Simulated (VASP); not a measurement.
# Fe in VASP: notebook

Fe is run at these levels: PBEsol; tasks: single point, relaxation of cell and atoms.

All numbers are computed with VASP 6.6.1; they aren't measurements. Logs are shortened: lines on timing, memory, paths and dates and some standing lists are left out, and cuts for length are marked.

## (1) The cell of the first run

The structure is cubic, space group Fm-3m (No. 225). The conventional cell has a = 3.407 Å, b = 3.407 Å, c = 3.407 Å, α = 90.00°, β = 90.00°, γ = 90.00°. Fe (site symmetry m-3m) has 12 Fe at 2.41 Å within 3.2 Å.

## (2) Single point, PBEsol

INCAR reads:

```
SYSTEM = Fe
  PREC = Accurate
  ENCUT = 520
  EDIFF = 1E-6
  ISMEAR = -1
  SIGMA = 0.1
  LREAL = .FALSE.
  LASPH = .TRUE.
  NELM = 60
  ALGO = Normal
  ISIF = 2
  LWAVE = .FALSE.
  LCHARG = .FALSE.
  GGA = PS
  NBANDS = 10
```

KPOINTS reads:

```
regular mesh
0
G
  15 15 15
  0 0 0
```

POSCAR reads:

```
Fe
1.0
    0.0000000000      1.7033324621      1.7033324621
    1.7033324621      0.0000000000      1.7033324621
    1.7033324621      1.7033324621      0.0000000000
Fe
1
Direct
    0.0000000000      0.0000000000      0.0000000000
```

Potentials or basis: VASP PAW PBE potentials, release 64 (Fe).

The run is started by

```bash
$ cat potpaw_PBE.64/Fe/POTCAR > POTCAR
$ mpirun -np 1 vasp_std > vasp.out
```

OUTCAR:

```text
SYSTEM = Fe
   PREC = Accurate
   ENCUT = 520
   EDIFF = 1E-6
   ISMEAR = -1
   LREAL = .FALSE.
   LASPH = .TRUE.
   NELM = 60
   ISIF = 2
   GGA = PS

 ion  position               nearest neighbor table
   1  0.000  0.000  0.000-

  LATTYP: Found a face centered cubic cell.
 ALAT       =     3.4066649242

  Lattice vectors:

 A1 = (   0.0000000000,   1.7033324621,   1.7033324621)
 A2 = (   1.7033324621,   0.0000000000,   1.7033324621)
 A3 = (   1.7033324621,   1.7033324621,   0.0000000000)

Analysis of symmetry for initial positions (statically):
=====================================================================
 Subroutine PRICEL returns:
 Original cell was already a primitive cell.

 Routine SETGRP: Setting up the symmetry group for a
 face centered cubic supercell.

 Subroutine GETGRP returns: Found 48 space group operations
 (whereof 48 operations were pure point group operations)
 out of a pool of 48 trial point group operations.

The static configuration has the point symmetry O_h .

Analysis of symmetry for dynamics (positions and initial velocities):
=====================================================================
 Subroutine PRICEL returns:
 Original cell was already a primitive cell.

 Routine SETGRP: Setting up the symmetry group for a
 face centered cubic supercell.

 Subroutine GETGRP returns: Found 48 space group operations
 (whereof 48 operations were pure point group operations)
 out of a pool of 48 trial point group operations.

The dynamic configuration has the point symmetry O_h .

 Subroutine INISYM returns: Found 48 space group operations
 (whereof 48 operations are pure point group operations),
 and found     1 'primitive' translations

----------------------------------------------------------------------------------------

                                     Primitive cell

  volume of cell :       9.8839

  direct lattice vectors                    reciprocal lattice vectors
     0.000000000  1.703332462  1.703332462    -0.293542225  0.293542225  0.293542225
     1.703332462  0.000000000  1.703332462     0.293542225 -0.293542225  0.293542225
     1.703332462  1.703332462  0.000000000     0.293542225  0.293542225 -0.293542225

  length of vectors
     2.408875869  2.408875869  2.408875869     0.508430047  0.508430047  0.508430047

  position of ions in fractional coordinates (direct lattice)
     0.000000000  0.000000000  0.000000000

  ion indices of the primitive-cell ions
   primitive index   ion index
                 1           1

[... 72 lines left out ...]
   LREAL  =      F    real-space projection
   EDIFFG = 0.1E-04   stopping-criterion for IOM
   NSW    =      0    number of steps for IOM
   IBRION =     -1    ionic relax: 0-MD 1-quasi-New 2-CG
   NFREE  =      0    steps in history (QN), initial steepest desc. (CG)
   ISIF   =      2    stress and relaxation
   ISYM   =      2    0-nonsym 1-usesym 2-fastsym
   POTIM  = 0.5000    time-step for ionic-motion
   TEBEG  =    0.0;   TEEND  =   0.0 temperature during run
   PSTRESS=    0.0 pullay stress
   NELECT =       8.0000    total number of electrons
   NUPDOWN=      -1.0000    fix difference up-down
   EMIN   =  10.00;   EMAX   =-10.00  energy-range for DOS
   EFERMI =   0.00;   METHOD = LEGACY
   ISMEAR =    -1;   SIGMA  =   0.10  broadening in eV -4-tet -1-fermi 0-gaus
   EFERMI_NEDOS =   21; number of points for ismear=-14 and -15
   IALGO  =     38    algorithm
   IMIX   =      4    mixing-type and parameters
     AMIX     =   0.40;   BMIX     =  1.00
     AMIX_MAG =   1.60;   BMIX_MAG =  1.00
  volume/ion in A,a.u.               =       9.88        66.70
  Fermi-wavevector in a.u.,A,eV,Ry     =   1.525675  2.883108 31.670072  2.327685
  Thomas-Fermi vector in A             =   2.633813
   LORBIT       =      0    0 simple, 1 ext, 2 COOP (PROOUT), +10 PAW based schemes
   GGA     = PS    functional components
   LHFCALC =     F    Hartree Fock is set to
   AEXX    =    0.0000 exact exchange contribution
   IVDW    =     0    specifies the selected vdW correction
   LEPSILON=     F    determine dielectric tensor
   LRPA    =     F    only Hartree local field effects (RPA)
 non-spin polarized calculation
  energy-cutoff  :      520.00
  volume of cell :        9.88
 maximum number of plane-waves:       283
 NGX is ok and might be reduce to    18
   NGX =  9   NGY =  9   NGZ =  9

 number of electron       8.0000003 magnetization

 Free energy of the ion-electron system (eV)
  ---------------------------------------------------
  ext. energy  EPLUGINS =         0.00000000
  ---------------------------------------------------
  free energy    TOTEN  =        -8.88032013 eV

  energy without entropy =       -8.82894242  energy(sigma->0) =       -8.85463127

 E-fermi :   7.0323     XC(G=0): -14.1325

 val. band max:        7.0270583008   @ k =  -0.3333   0.4000   0.0667
 cond. band min:       7.0400573721   @ k =   0.1333   0.0667   0.0000
 fundamental gap:      0.0129990713
 Fermi energy:         7.0322769260

 k-point     1 :       0.0000    0.0000    0.0000
  band No.  band energies     occupation
      1      -2.0430      2.00000
      2       5.3140      2.00000
      3       5.3140      2.00000
      4       5.3140      2.00000
      5       6.9634      1.33140
      6       6.9634      1.33140
      7      30.6452      0.00000
      8      36.3668      0.00000
      9      36.3668      0.00000
     10      36.3668      0.00000
[... 287 lines left out ...]
 k-point    24 :       0.2000    0.1333    0.0000
  band No.  band energies     occupation
      1      -0.3978      2.00000
      2       4.5628      2.00000
      3       5.8220      1.99999
      4       5.8857      1.99998
      5       6.4153      1.99582
      6       7.2333      0.23636
      7      28.6618      0.00000
      8      30.8024      0.00000
      9      31.8599      0.00000
     10      33.5862      0.00000

 [... further k-points ...]
[... 5 lines left out ...]
  --------------------------------------------------------------------------------------
  -------------------------------------------------------------------------------------
  Total       -0.0262298     -0.0262298     -0.0262298     -0.0000000     -0.0000000     -0.0000000
  in kB       -4.2518384     -4.2518384     -4.2518384     -0.0000000     -0.0000000     -0.0000000
  external PRESSURE =      -4.2518384 kB  Pullay stress =       0.0000000 kB

 VOLUME and BASIS-vectors are now :
 -----------------------------------------------------------------------------
  energy-cutoff  :      520.00
  volume of cell :        9.88
      direct lattice vectors                 reciprocal lattice vectors
     0.000000000  1.703332462  1.703332462    -0.293542225  0.293542225  0.293542225
     1.703332462  0.000000000  1.703332462     0.293542225 -0.293542225  0.293542225
     1.703332462  1.703332462  0.000000000     0.293542225  0.293542225 -0.293542225

 POSITION                                       TOTAL-FORCE (eV/Angst)
 -----------------------------------------------------------------------------------
      0.00000      0.00000      0.00000        -0.000000      0.000000      0.000000
 -----------------------------------------------------------------------------------
    total drift:                                0.000000     -0.000000      0.000000

  FREE ENERGIE OF THE ION-ELECTRON SYSTEM (eV)
  ---------------------------------------------------
  free  energy   TOTEN  =        -8.8803201254 eV

  energy  without entropy=       -8.8289424230  energy(sigma->0) =       -8.85463127
```

stdout:

```text
POSCAR found type information on POSCAR Fe
 POSCAR found :  1 types and       1 ions
 scaLAPACK will be used
 -----------------------------------------------------------------------------
|                                                                             |
|                                                                             |
|     You enforced a specific xc type in the INCAR file but a different       |
|     I HOPE YOU KNOW WHAT YOU ARE DOING!                                     |
|                                                                             |
 -----------------------------------------------------------------------------

 LDA part: xc-table for (Slater+PW92), standard interpolation
 POSCAR, INCAR and KPOINTS ok, starting setup
 FFT: planning ... GRIDC
 FFT: planning ... GRID_SOFT
 FFT: planning ... GRID
 WAVECAR not read
 entering main loop
```

Wall time 4.9 s (1 thread of AMD EPYC 9R45 (Zen 5), shared host); peak memory 0.1 GiB.

Results:

- Free energy: -8.8803 eV
- Pressure: -0.4 GPa
- Band gap on the k mesh: zero (band 4 reaches 8.33 eV, above the bottom of band 5 at 6.16 eV)

Levels at points of the mesh, in eV from the Fermi level:
| k point | band 2 | band 3 | band 4 | band 5 | band 6 | band 7 |
| --- | --- | --- | --- | --- | --- | --- |
| (0.00, 0.00, 0.00) | -1.72 | -1.72 | -1.72 | -0.07 | -0.07 | 23.61 |

Caveat: the PAW data sets were made with another functional, which shifts forces and pressure a little; the run has no spin polarisation, though such a crystal can be magnetic.

## (3) Single point, PBEsol (volume scaled by 0.88)

INCAR is that of step 2.

KPOINTS reads:

```
regular mesh
0
G
  18 18 18
  0 0 0
```

POSCAR reads:

```
Fe
1.0
    0.0000000000      1.6322761964      1.6322761964
    1.6322761964      0.0000000000      1.6322761964
    1.6322761964      1.6322761964      0.0000000000
Fe
1
Direct
    0.0000000000      0.0000000000      0.0000000000
```

Potentials or basis: VASP PAW PBE potentials, release 64 (Fe).

The run is started by

```bash
$ cat potpaw_PBE.64/Fe/POTCAR > POTCAR
$ mpirun -np 1 vasp_std > vasp.out
```

OUTCAR:

```text
SYSTEM = Fe
   PREC = Accurate
   ENCUT = 520
   EDIFF = 1E-6
   ISMEAR = -1
   LREAL = .FALSE.
   LASPH = .TRUE.
   NELM = 60
   ISIF = 2
   GGA = PS

 ion  position               nearest neighbor table
   1  0.000  0.000  0.000-

  LATTYP: Found a face centered cubic cell.
 ALAT       =     3.2645523928

  Lattice vectors:

 A1 = (   0.0000000000,   1.6322761964,   1.6322761964)
 A2 = (   1.6322761964,   0.0000000000,   1.6322761964)
 A3 = (   1.6322761964,   1.6322761964,   0.0000000000)

Analysis of symmetry for initial positions (statically):
=====================================================================
 Subroutine PRICEL returns:
 Original cell was already a primitive cell.

 Routine SETGRP: Setting up the symmetry group for a
 face centered cubic supercell.

 Subroutine GETGRP returns: Found 48 space group operations
 (whereof 48 operations were pure point group operations)
 out of a pool of 48 trial point group operations.

The static configuration has the point symmetry O_h .

Analysis of symmetry for dynamics (positions and initial velocities):
=====================================================================
 Subroutine PRICEL returns:
 Original cell was already a primitive cell.

 Routine SETGRP: Setting up the symmetry group for a
 face centered cubic supercell.

 Subroutine GETGRP returns: Found 48 space group operations
 (whereof 48 operations were pure point group operations)
 out of a pool of 48 trial point group operations.

The dynamic configuration has the point symmetry O_h .

 Subroutine INISYM returns: Found 48 space group operations
 (whereof 48 operations are pure point group operations),
 and found     1 'primitive' translations

----------------------------------------------------------------------------------------

                                     Primitive cell

  volume of cell :       8.6978

  direct lattice vectors                    reciprocal lattice vectors
[... 105 lines left out ...]
     AMIX_MAG =   1.60;   BMIX_MAG =  1.00
  volume/ion in A,a.u.               =       8.70        58.70
  Fermi-wavevector in a.u.,A,eV,Ry     =   1.592091  3.008615 34.487412  2.534753
  Thomas-Fermi vector in A             =   2.690530
   LORBIT       =      0    0 simple, 1 ext, 2 COOP (PROOUT), +10 PAW based schemes
   GGA     = PS    functional components
   LHFCALC =     F    Hartree Fock is set to
   AEXX    =    0.0000 exact exchange contribution
   IVDW    =     0    specifies the selected vdW correction
   LEPSILON=     F    determine dielectric tensor
   LRPA    =     F    only Hartree local field effects (RPA)
 non-spin polarized calculation
  energy-cutoff  :      520.00
  volume of cell :        8.70
 maximum number of plane-waves:       259
 NGX is ok and might be reduce to    18
   NGX =  9   NGY =  9   NGZ =  9

 number of electron       8.0000006 magnetization

 Free energy of the ion-electron system (eV)
  ---------------------------------------------------
  ext. energy  EPLUGINS =         0.00000000
  ---------------------------------------------------
  free energy    TOTEN  =        -8.70446879 eV

  energy without entropy =       -8.66002716  energy(sigma->0) =       -8.68224797

 E-fermi :   8.6229     XC(G=0): -14.9038

 val. band max:        8.6086459073   @ k =   0.3333   0.2778   0.0000
 cond. band min:       8.6278858340   @ k =   0.3333   0.2778   0.0556
 fundamental gap:      0.0192399267
 Fermi energy:         8.6229258079

 k-point     1 :       0.0000    0.0000    0.0000
  band No.  band energies     occupation
      1      -1.1946      2.00000
      2       6.5500      2.00000
      3       6.5500      2.00000
      4       6.5500      2.00000
      5       8.5467      1.36348
      6       8.5467      1.36348
      7      33.2959      0.00000
      8      39.9868      0.00000
      9      39.9868      0.00000
     10      39.9868      0.00000
[... 287 lines left out ...]
 k-point    24 :      -0.2222    0.0556    0.0000
  band No.  band energies     occupation
      1       1.3509      2.00000
      2       5.8321      2.00000
      3       6.8862      2.00000
      4       6.9827      2.00000
      5       8.3689      1.85388
      6       8.9803      0.05459
      7      27.6273      0.00000
      8      33.3866      0.00000
      9      38.1057      0.00000
     10      41.0083      0.00000

 [... further k-points ...]
[... 5 lines left out ...]
  --------------------------------------------------------------------------------------
  -------------------------------------------------------------------------------------
  Total        2.9154356      2.9154356      2.9154356     -0.0000000     -0.0000000      0.0000000
  in kB      537.0356255    537.0356255    537.0356255     -0.0000000     -0.0000000      0.0000000
  external PRESSURE =     537.0356255 kB  Pullay stress =       0.0000000 kB

 VOLUME and BASIS-vectors are now :
 -----------------------------------------------------------------------------
  energy-cutoff  :      520.00
  volume of cell :        8.70
      direct lattice vectors                 reciprocal lattice vectors
     0.000000000  1.632276196  1.632276196    -0.306320708  0.306320708  0.306320708
     1.632276196  0.000000000  1.632276196     0.306320708 -0.306320708  0.306320708
     1.632276196  1.632276196  0.000000000     0.306320708  0.306320708 -0.306320708

 POSITION                                       TOTAL-FORCE (eV/Angst)
 -----------------------------------------------------------------------------------
      0.00000      0.00000      0.00000         0.000000     -0.000000      0.000000
 -----------------------------------------------------------------------------------
    total drift:                                0.000000     -0.000000      0.000000

  FREE ENERGIE OF THE ION-ELECTRON SYSTEM (eV)
  ---------------------------------------------------
  free  energy   TOTEN  =        -8.7044687911 eV

  energy  without entropy=       -8.6600271550  energy(sigma->0) =       -8.68224797
```

OSZICAR:

```text
N       E                     dE             d eps       ncg     rms          rms(c)
DAV:   1     0.161833486042E+02    0.16183E+02   -0.44926E+03  4190   0.111E+03
DAV:   2    -0.973261220171E+01   -0.25916E+02   -0.24382E+02  3946   0.136E+02
DAV:   3    -0.102307678633E+02   -0.49816E+00   -0.49601E+00  4258   0.236E+01
DAV:   4    -0.102323857657E+02   -0.16179E-02   -0.16177E-02  4156   0.123E+00
DAV:   5    -0.102323951205E+02   -0.93548E-05   -0.93559E-05  4182   0.923E-02    0.157E+01
DAV:   6    -0.878916922810E+01    0.14432E+01   -0.93004E+00  4192   0.506E+01    0.943E-01
DAV:   7    -0.872929542298E+01    0.59874E-01   -0.16416E-01  4294   0.699E+00    0.106E+00
DAV:   8    -0.870824974700E+01    0.21046E-01   -0.71959E-03  5354   0.623E-01    0.379E-01
DAV:   9    -0.870447263551E+01    0.37771E-02   -0.19826E-03  4346   0.392E-01    0.469E-02
DAV:  10    -0.870446910710E+01    0.35284E-05   -0.18102E-05  5014   0.545E-02    0.781E-03
DAV:  11    -0.870446879113E+01    0.31597E-06   -0.61708E-07  2482   0.800E-03
   1 F= -.87044688E+01 E0= -.86822480E+01  d E =-.444416E-01
```

Wall time 6.8 s (1 thread of AMD EPYC 9R45 (Zen 5), shared host); peak memory 0.1 GiB.

What came out:

```
Free energy            : -8.7045 eV
Pressure               : 53.7 GPa
Band gap on the k mesh : zero (band 4 reaches 10.26 eV, above the bottom of band 5 at 7.73 eV)
```

Levels at points of the mesh, in eV from the Fermi level:
| k point | band 2 | band 3 | band 4 | band 5 | band 6 | band 7 |
| --- | --- | --- | --- | --- | --- | --- |
| (0.00, 0.00, 0.00) | -2.07 | -2.07 | -2.07 | -0.08 | -0.08 | 24.67 |
| (0.50, 0.00, 0.00) | -2.20 | -2.20 | 0.22 | 1.29 | 1.29 | 10.11 |
| (0.50, 0.50, 0.00) | -5.32 | 1.25 | 1.64 | 1.64 | 3.77 | 13.70 |

Caveat: the PAW data sets were made with another functional, which shifts forces and pressure a little; the run has no spin polarisation, though such a crystal can be magnetic.

(Continued in part 2 of 2.)
